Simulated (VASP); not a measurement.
Set up this calculation in VASP 6.6.1, as the native input.

* Task: single point
* Functional: PBEsol
* Potentials or basis: VASP PAW PBE potentials, release 64 (Ge_d)
* Cutoff: 520 eV
* k mesh: 20 × 20 × 18
* Occupations: gaussian, width 0.15 eV
* Spin: no spin polarisation
* Dipole correction: no
* Further INCAR settings: ALGO = Normal; EDIFF = 1e-07; NBANDS = 13

The structure of Ge lies in POSCAR:

```
Ge
1.0
    1.2923628250     -2.4054773000      0.0000000000
    1.2923628250      2.4054773000      0.0000000000
    0.0000000000      0.0000000000      2.6982310000
Ge
1
Direct
    0.5000000000      0.5000000000      0.0000000000
```

This cell differs from its parent crystal: strain -0.0750 x Voigt [1, 1, 0, 0, 0, 0].

These files were run (other wordings do the same):

INCAR

```
PREC     = Accurate       # precision mode
ENCUT    = 520            # plane-wave cutoff, eV
EDIFF    = 1E-7           # SCF threshold, eV
ISMEAR   = 0              # smearing method
SIGMA    = 0.15           # smearing width, eV
LREAL    = F              # projectors in reciprocal space
LASPH    = T              # aspherical terms in the spheres
NELM     = 100            # most SCF steps
ALGO     = Normal         # electronic algorithm
ISIF     = 2              # what is computed and relaxed
LWAVE    = F              # write WAVECAR
LCHARG   = F              # write CHGCAR
GGA      = PS             # functional
NBANDS   = 13             # bands
```

KPOINTS

```
Automatic mesh
0
Gamma
  20 20 18
```

Potentials or basis: VASP PAW PBE potentials, release 64 (Ge_d).

Command:

```bash
$ cat potpaw_PBE.64/Ge_d/POTCAR > POTCAR
$ mpirun -np 1 vasp_std > vasp.out
```

Results of the run:

| Property | Result |
| --- | --- |
| Pressure | 10.3 GPa |
| Band gap on the k mesh | zero (bands 7 and 8 overlap by 9.36 eV) |

Caveat: the cell differs from its parent crystal (strain -0.0750 x Voigt [1, 1, 0, 0, 0, 0]); the cell stands under pressure; the PAW data sets were made with another functional, which shifts forces and pressure a little.

It took 55 s on 1 thread of Intel(R) Xeon(R) 6975P-C (Granite Rapids) (shared host), peak memory 0.31 GiB.
